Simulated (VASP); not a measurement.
Write the native input for VASP 6.6.1 that does the following.

```yaml
Task: single point
Functional: PBE
Dispersion: D3(BJ)
Potentials_or_basis: VASP PAW PBE potentials, release 64 (Ga_d, As_d, O, C)
Cutoff: 520 eV
k_mesh: 7 × 5 × 1
Occupations: gaussian, width 0.05 eV
Spin: no spin polarisation
Dipole_correction: yes
Further_INCAR_settings: ALGO = Normal; EDIFF = 1e-06; NBANDS = 57; NELMDL = -8
```

The structure of Ga3As3CO lies in POSCAR:

```
Ga3As3CO
1.0
    4.0137031111      0.0000000000      0.0000000000
    0.0000000000      5.6762333751      0.0000000000
    0.0000000000      0.0000000000     23.3352699083
Ga As O C
3 3 1 1
Direct
    0.5000000000      0.5000000000      0.1714143447
    0.0000000000      0.0653835255      0.2680035048
    0.5000000000      0.4894639609      0.3228546357
    0.0000000000      0.2500000000      0.1714143447
    0.5000000000      0.8102208698      0.2504948966
    0.0000000000      0.2887573198      0.3593388866
    0.5000000000      0.4554239865      0.4836142866
    0.5000000000      0.4554239865      0.5328959107
```

These files were run (other wordings do the same):

INCAR

```
SYSTEM = Ga3As3CO
PREC     = Accurate       ! precision mode
ENCUT    = 520            ! plane-wave cutoff, eV
EDIFF    = 1E-6           ! SCF threshold, eV
ISMEAR   = 0              ! smearing method
SIGMA    = 0.05           ! smearing width, eV
LREAL    = .False.        ! projectors in reciprocal space
LASPH    = .True.         ! aspherical terms in the spheres
NELM     = 120            ! most SCF steps
ALGO     = Normal         ! electronic algorithm
ISIF     = 2              ! what is computed and relaxed
LWAVE    = .False.        ! write WAVECAR
LCHARG   = .True.         ! write CHGCAR
LDIPOL   = .True.       
IDIPOL   = 3            
DIPOL    = 0.5 0.5 0.320
GGA      = PE             ! functional
IVDW     = 12             ! dispersion correction
LELF     = .True.         ! ELF
LVHAR    = .True.       
LVACPOTAV= .True.       
NBANDS   = 57             ! bands
GGA_COMPAT= .False.      
NELMDL   = -8
```

KPOINTS

```
regular mesh
0
Gamma
  7 5 1
  0 0 0
```

Potentials or basis: VASP PAW PBE potentials, release 64 (Ga_d, As_d, O, C).

Command:

```bash
$ cat potpaw_PBE.64/Ga_d/POTCAR potpaw_PBE.64/As_d/POTCAR potpaw_PBE.64/O/POTCAR potpaw_PBE.64/C/POTCAR > POTCAR
$ mpirun -np 1 vasp_std > vasp.out
```

Results of the run:

* Largest force: 1.105 eV/Å
* Band gap on the k mesh: 0.41 eV (least direct gap 0.75 eV)
* Dispersion energy per atom: -0.160 eV

Caveat: semilocal functionals underestimate gaps, and a narrow one can read as zero.

It took 9 min on 1 thread of AMD EPYC 9R45 96-Core Processor (Zen 5), with other jobs on the host, peak memory 0.7 GiB.
